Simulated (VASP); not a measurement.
# B2F (P6/mmm) in VASP: notebook

Runs on B2F. Level: PBE. Tasks: single point, relaxation of cell and atoms.

All numbers are computed with VASP 6.6.1; they aren't measurements. Logs are shortened: lines on timing, memory, paths and dates and some standing lists are left out, and cuts for length are marked.

### 1 The cell of the first run

Symmetry: P6/mmm, No. 191, hexagonal system. The conventional cell has a = 3.042 Å, b = 3.042 Å, c = 3.548 Å, α = 90.00°, β = 90.00°, γ = 120.00°. Within 2.3 Å of B (site symmetry -6m2) lie 3 B at 1.76 Å. F (site symmetry 6/mmm) has 12 B at 2.50 Å and 6 F at 3.04 Å within 3.3 Å.

The cell was generated, and may not be a known phase.

### 2 Single point, PBE, collinear spin

The input, INCAR:

```
ALGO = Normal
EDIFF = 1E-7
ENCUT = 520
GGA = PE
ISIF = 2
ISMEAR = 0
ISPIN = 2
LASPH = True
LCHARG = True
LELF = True
LORBIT = 11
LREAL = False
LVHAR = True
LWAVE = False
MAGMOM = 0 0 1
NBANDS = 18
NELM = 150
PREC = Accurate
SIGMA = 0.1
```

The input, KPOINTS:

```
k-points
0
Gamma
  6 6 6
```

The input, POSCAR:

```
B2F
1.0
    3.0423988500      0.0000000000      0.0000000000
   -1.5211994200      2.6347946900      0.0000000000
    0.0000000000      0.0000000000      3.5481789300
B F
2 1
Direct
    0.3333333300      0.6666666700      0.5000000000
    0.6666666700      0.3333333300      0.5000000000
    0.0000000000      0.0000000000      0.0000000000
```

Potentials or basis: VASP PAW PBE potentials, release 64 (B, F).

On the command line:

```console
$ cat potpaw_PBE.64/B/POTCAR potpaw_PBE.64/F/POTCAR > POTCAR
$ mpirun -np 1 vasp_std > vasp.out
```

OUTCAR:

```text
EDIFF = 1E-7
   ENCUT = 520
   GGA = PE
   ISIF = 2
   ISMEAR = 0
   ISPIN = 2
   LASPH = True
   LORBIT = 11
   LREAL = False
   NELM = 150
   PREC = Accurate

 ion  position               nearest neighbor table
   1  0.333  0.667  0.500-   2 1.76   2 1.76   2 1.76
   2  0.667  0.333  0.500-   1 1.76   1 1.76   1 1.76
   3  0.000  0.000  0.000-

  LATTYP: Found a hexagonal cell.
 ALAT       =     3.0423988500
 C/A-ratio  =     1.1662438441

  Lattice vectors:

 A1 = (   3.0423988500,   0.0000000000,   0.0000000000)
 A2 = (  -1.5211994200,   2.6347946900,   0.0000000000)
 A3 = (   0.0000000000,   0.0000000000,   3.5481789300)

Analysis of symmetry for initial positions (statically):
=====================================================================
 Subroutine PRICEL returns:
 Original cell was already a primitive cell.

 Routine SETGRP: Setting up the symmetry group for a
 hexagonal supercell.

 Subroutine GETGRP returns: Found 24 space group operations
 (whereof 24 operations were pure point group operations)
 out of a pool of 24 trial point group operations.

The static configuration has the point symmetry D_6h.

Analysis of symmetry for dynamics (positions and initial velocities):
=====================================================================
 Subroutine PRICEL returns:
 Original cell was already a primitive cell.

 Routine SETGRP: Setting up the symmetry group for a
 hexagonal supercell.

 Subroutine GETGRP returns: Found 24 space group operations
 (whereof 24 operations were pure point group operations)
 out of a pool of 24 trial point group operations.

The dynamic configuration has the point symmetry D_6h.

Analysis of structural, dynamic, and magnetic symmetry:
=====================================================================
 Subroutine PRICEL returns:
 Original cell was already a primitive cell.

 Routine SETGRP: Setting up the symmetry group for a
 hexagonal supercell.

 Subroutine GETGRP returns: Found 24 space group operations
 (whereof 24 operations were pure point group operations)
 out of a pool of 24 trial point group operations.

The overall configuration has the point symmetry D_6h.

 Subroutine INISYM returns: Found 24 space group operations
 (whereof 24 operations are pure point group operations),
 and found     1 'primitive' translations

----------------------------------------------------------------------------------------

                                     Primitive cell

  volume of cell :      28.4425

  direct lattice vectors                    reciprocal lattice vectors
     3.042398850  0.000000000  0.000000000     0.328688002  0.189768106  0.000000000
    -1.521199420  2.634794690  0.000000000     0.000000000  0.379536214  0.000000000
     0.000000000  0.000000000  3.548178930     0.000000000  0.000000000  0.281834716

  length of vectors
     3.042398850  3.042398845  3.548178930     0.379536213  0.379536214  0.281834716

  position of ions in fractional coordinates (direct lattice)
     0.333333330  0.666666670  0.500000000
     0.666666670  0.333333330  0.500000000
     0.000000000  0.000000000  0.000000000

  ion indices of the primitive-cell ions
   primitive index   ion index
                 1           1
                 2           2
                 3           3

----------------------------------------------------------------------------------------

 KPOINTS: k-points

Automatic generation of k-mesh.
 Grid dimensions read from file:
 generate k-points for:    6    6    6

 Generating k-lattice:

  Cartesian coordinates                     Fractional coordinates (reciprocal lattice)
     0.054781334  0.031628018  0.000000000     0.166666667  0.000000000  0.000000000
     0.000000000  0.063256036  0.000000000     0.000000000  0.166666667  0.000000000
     0.000000000  0.000000000  0.046972453     0.000000000  0.000000000  0.166666667

  Length of vectors
     0.063256035  0.063256036  0.046972453

  Shift w.r.t. Gamma in fractional coordinates (k-lattice)
     0.000000000  0.000000000  0.000000000

 Subroutine IBZKPT returns following result:
 ===========================================

 Found     28 irreducible k-points:

 Following reciprocal coordinates:
            Coordinates               Weight
  0.000000  0.000000  0.000000      1.000000
  0.166667  0.000000  0.000000      6.000000
  0.333333  0.000000  0.000000      6.000000
  0.500000 -0.000000  0.000000      3.000000
  0.166667  0.166667  0.000000      6.000000
  0.333333  0.166667  0.000000     12.000000
[... 16 lines left out ...]
  0.166667  0.000000  0.500000      6.000000
  0.333333  0.000000  0.500000      6.000000
 [... further k-points ...]
   k-points           NKPTS =     28   k-points in BZ     NKDIM =     28   number of bands    NBANDS=     18
   number of dos      NEDOS =    301   number of ions     NIONS =      3
   total plane-waves  NPLWV =  16128
   dimension x,y,z NGX =    24 NGY =   24 NGZ =   28
   dimension x,y,z NGXF=    48 NGYF=   48 NGZF=   56
   ions per type =               2   1
   NGX,Y,Z   is equivalent  to a cutoff of  13.11, 13.11, 13.12 a.u.
   NGXF,Y,Z  is equivalent  to a cutoff of  26.23, 26.23, 26.24 a.u.
 SYSTEM =  unknown system
   PREC   = accura    normal or accurate (medium, high low for compatibility)
   ISTART =      0    job   : 0-new  1-cont  2-samecut
   ICHARG =      2    charge: 1-file 2-atom 10-const
   ISPIN  =      2    spin polarized calculation?
   LNONCOLLINEAR =      F non collinear calculations
   LSORBIT =      F    spin-orbit coupling
   LASPH  =      T    aspherical Exc in radial PAW
   ENCUT  =  520.0 eV  38.22 Ry    6.18 a.u.   5.66  5.66  6.60*2*pi/ulx,y,z
   NELM   =    150;   NELMIN=  2; NELMDL= -5     # of ELM steps
   EDIFF  = 0.1E-06   stopping-criterion for ELM
   LREAL  =      F    real-space projection
   EDIFFG = 0.1E-05   stopping-criterion for IOM
   NSW    =      0    number of steps for IOM
   IBRION =     -1    ionic relax: 0-MD 1-quasi-New 2-CG
   NFREE  =      0    steps in history (QN), initial steepest desc. (CG)
   ISIF   =      2    stress and relaxation
   ISYM   =      2    0-nonsym 1-usesym 2-fastsym
   POTIM  = 0.5000    time-step for ionic-motion
   TEBEG  =    0.0;   TEEND  =   0.0 temperature during run
   PSTRESS=    0.0 pullay stress
   NELECT =      13.0000    total number of electrons
   NUPDOWN=      -1.0000    fix difference up-down
   EMIN   =  10.00;   EMAX   =-10.00  energy-range for DOS
   EFERMI =   0.00;   METHOD = LEGACY
   ISMEAR =     0;   SIGMA  =   0.10  broadening in eV -4-tet -1-fermi 0-gaus
   EFERMI_NEDOS =   21; number of points for ismear=-14 and -15
   IALGO  =     38    algorithm
   IMIX   =      4    mixing-type and parameters
     AMIX     =   0.40;   BMIX     =  1.00
     AMIX_MAG =   1.60;   BMIX_MAG =  1.00
  volume/ion in A,a.u.               =       9.48        63.98
  Fermi-wavevector in a.u.,A,eV,Ry     =   1.261052  2.383044 21.636708  1.590253
  Thomas-Fermi vector in A             =   2.394531
   LORBIT       =     11    0 simple, 1 ext, 2 COOP (PROOUT), +10 PAW based schemes
   GGA     = PE    functional components
   LHFCALC =     F    Hartree Fock is set to
   AEXX    =    0.0000 exact exchange contribution
   IVDW    =     0    specifies the selected vdW correction
   LEPSILON=     F    determine dielectric tensor
   LRPA    =     F    only Hartree local field effects (RPA)
 spin polarized calculation
 Gauss-broadening in eV      SIGMA  =   0.10
  energy-cutoff  :      520.00
  volume of cell :       28.44
 maximum number of plane-waves:       793
 NGX is ok and might be reduce to    24
   NGX = 11   NGY = 11   NGZ = 13

 number of electron      13.0000012 magnetization       0.0002638

 Free energy of the ion-electron system (eV)
  ---------------------------------------------------
  ext. energy  EPLUGINS =         0.00000000
  ---------------------------------------------------
  free energy    TOTEN  =       -13.88455833 eV

  energy without entropy =      -13.87576308  energy(sigma->0) =      -13.88016071

 E-fermi :   1.8059     XC(G=0): -10.5206

 val. band max:        1.8024781777   @ k =   0.3333   0.3333   0.5000
 cond. band min:       1.8363605510   @ k =   0.5000  -0.0000   0.1667
 fundamental gap:      0.0338823733
 Fermi energy:         1.8059333329

 spin component 1

 k-point     1 :       0.0000    0.0000    0.0000
  band No.  band energies     occupation
      1     -20.1602      1.00000
      2      -7.3192      1.00000
      3      -2.7791      1.00000
      4      -0.7605      1.00000
      5      -0.7605      1.00000
      6       3.1864      0.00000
[... 10 lines left out ...]
     17      25.4575      0.00000
     18      25.4575      0.00000
[... 463 lines left out ...]
 k-point    24 :       0.3333    0.0000    0.5000
  band No.  band energies     occupation
      1     -19.8326      1.00000
      2      -6.6905      1.00000
      3      -2.6963      1.00000
      4      -1.8729      1.00000
      5      -0.9044      1.00000
      6       0.8415      1.00000
[... 10 lines left out ...]
     17      24.4325      0.00000
     18      25.4927      0.00000

 [... further k-points ...]

 spin component 2

 k-point     1 :       0.0000    0.0000    0.0000
  band No.  band energies     occupation
      1     -20.1601      1.00000
      2      -7.3190      1.00000
      3      -2.7790      1.00000
      4      -0.7604      1.00000
      5      -0.7604      1.00000
      6       3.1866      0.00000
[... 10 lines left out ...]
     17      25.4576      0.00000
     18      25.4576      0.00000
[... 463 lines left out ...]
 k-point    24 :       0.3333    0.0000    0.5000
  band No.  band energies     occupation
      1     -19.8325      1.00000
      2      -6.6903      1.00000
      3      -2.6962      1.00000
      4      -1.8727      1.00000
      5      -0.9043      1.00000
      6       0.8417      1.00000
[... 10 lines left out ...]
     17      24.4326      0.00000
     18      25.4928      0.00000

 [... further k-points ...]
[... 5 lines left out ...]
  --------------------------------------------------------------------------------------
  -------------------------------------------------------------------------------------
  Total       -1.7531041     -1.7531041      2.3845771     -0.0000000      0.0000000      0.0000000
  in kB      -98.7528960    -98.7528959    134.3239693     -0.0000002      0.0000000      0.0000000
  external PRESSURE =     -21.0606075 kB  Pullay stress =       0.0000000 kB

 VOLUME and BASIS-vectors are now :
 -----------------------------------------------------------------------------
  energy-cutoff  :      520.00
  volume of cell :       28.44
      direct lattice vectors                 reciprocal lattice vectors
     3.042398850  0.000000000  0.000000000     0.328688002  0.189768106  0.000000000
    -1.521199420  2.634794690  0.000000000     0.000000000  0.379536214  0.000000000
     0.000000000  0.000000000  3.548178930     0.000000000  0.000000000  0.281834716

 POSITION                                       TOTAL-FORCE (eV/Angst)
 -----------------------------------------------------------------------------------
     -0.00000      1.75653      1.77409        -0.000000      0.000000     -0.000000
      1.52120      0.87826      1.77409         0.000000      0.000000      0.000000
      0.00000      0.00000      0.00000        -0.000000      0.000000     -0.000000
 -----------------------------------------------------------------------------------
    total drift:                                0.000000     -0.000000     -0.000000

  FREE ENERGIE OF THE ION-ELECTRON SYSTEM (eV)
  ---------------------------------------------------
  free  energy   TOTEN  =       -13.8845583320 eV

  energy  without entropy=      -13.8757630832  energy(sigma->0) =      -13.88016071

 total charge

# of ion       s       p       d       tot
------------------------------------------
    1        0.787   0.938   0.000   1.725
    2        0.787   0.938   0.000   1.725
    3        1.757   4.222   0.000   5.979
--------------------------------------------------
tot          3.332   6.098   0.000   9.430

 magnetization (x)

# of ion       s       p       d       tot
------------------------------------------
    1        0.000   0.000   0.000   0.000
    2        0.000   0.000   0.000   0.000
    3        0.000   0.000   0.000   0.000
--------------------------------------------------
tot          0.000   0.000   0.000   0.000
```

Wall time 14 s (1 thread of Intel Xeon Platinum 8559C (Emerald Rapids), shared host); peak memory 0.15 GiB.

What came out:

| Property | Result |
| --- | --- |
| Free energy | -13.8846 eV |
| Pressure | -2.1 GPa |
| Net moment | 0.00 μB per cell |
| Valence electrons inside the program's atomic spheres | B 1.73; F 5.98 |

Caveat: the k points lie up to 0.40 Å⁻¹ apart.

[end of part 1 of 2]
